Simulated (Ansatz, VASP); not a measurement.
## Two plane-wave programs on Hf3Pb2

INCAR

```
PREC = Accurate
ENCUT = 520
EDIFF = 1E-6
ISMEAR = 0
SIGMA = 0.1
LREAL = False
LASPH = True
NELM = 100
ALGO = Normal
ISIF = 2
LWAVE = False
LCHARG = True
GGA = PE
LELF = True
LVHAR = True
NBANDS = 37
```

The input KPOINTS:

```
regular mesh
0
Gamma
  8 8 8
```

File POSCAR:

```
Hf3Pb2
1.0
    5.3562822955      0.0000000000      0.0000000000
    0.0000000000      5.3562822955      0.0000000000
    0.0000000000      0.0000000000      5.3562822955
Hf Pb
3 2
Direct
    0.0000000000      0.5000000000      0.5000000000
    0.5000000000      0.0000000000      0.5000000000
    0.5000000000      0.5000000000      0.0000000000
    0.0000000000      0.0000000000      0.0000000000
    0.5000000000      0.5000000000      0.5000000000
```

Input for Ansatz:

```yaml
crystal:
  lattice:
    - [5.3562822955, 0.0, 0.0]
    - [0.0, 5.3562822955, 0.0]
    - [0.0, 0.0, 5.3562822955]
  atoms:
    - { symbol: Hf, position: [0.0, 0.5, 0.5] }
    - { symbol: Hf, position: [0.5, 0.0, 0.5] }
    - { symbol: Hf, position: [0.5, 0.5, 0.0] }
    - { symbol: Pb, position: [0.0, 0.0, 0.0] }
    - { symbol: Pb, position: [0.5, 0.5, 0.5] }
basis:
  ecutwfc: 420
kpoints:
  mp_grid: { grid: [8, 8, 8] }
  band_path:
    path:
      - [[0.0, 0.0, 0.0], [0.0, 0.5, 0.0], [0.5, 0.5, 0.0], [0.0, 0.0, 0.0], [0.5, 0.5, 0.5], [0.0, 0.5, 0.0]]
      - [[0.5, 0.5, 0.5], [0.5, 0.5, 0.0]]
    npoints: 14
hamiltonian:
  xc: pbe
scf:
  occupations: { method: gaussian, width: 0.1 }
  n_extra_bands: 12
output:
  forces: true
  stress: true
  eigenvalues: true
  populations: true
  dos: { projected: true, de: 0.02, nscf_kmesh: { grid: [10, 10, 10] } }
  bader: true
  write_density: true
  write_potential: true
  elf: true
  volumetric_format: npy
```

Alike in both runs: task single point; functional PBE; k mesh 8 × 8 × 8; occupations gaussian, width 0.1 eV; no spin polarisation.

|  | VASP | Ansatz |
| --- | --- | --- |
| version | VASP 6.6.1 | Ansatz 0.2.0 |
| potentials or method | VASP PAW PBE potentials, release 64 (Hf_pv, Pb_d), cutoff 520 eV | scalar-relativistic, plane waves, PAW |
| valence electrons in the cell | 58 | 106 |

VASP gave:

| Quantity | Value |
| --- | --- |
| gap on the k mesh at the Fermi level (eV) | none |
| pressure (GPa) | -0.4 |

Problem. Which values does Ansatz return?

Solution. gap on the k mesh at the Fermi level (eV): none; pressure (GPa): 0.0.

A gap of «none» marks a metal or a gap that the smearing closes. The functional is the same, so the differences come from potentials, cutoffs and numerics. VASP's potentials hold 58 valence electrons a cell and Ansatz's 106, so a difference there can come from the potentials and not from the codes.

Neither program's run includes spin-orbit coupling.
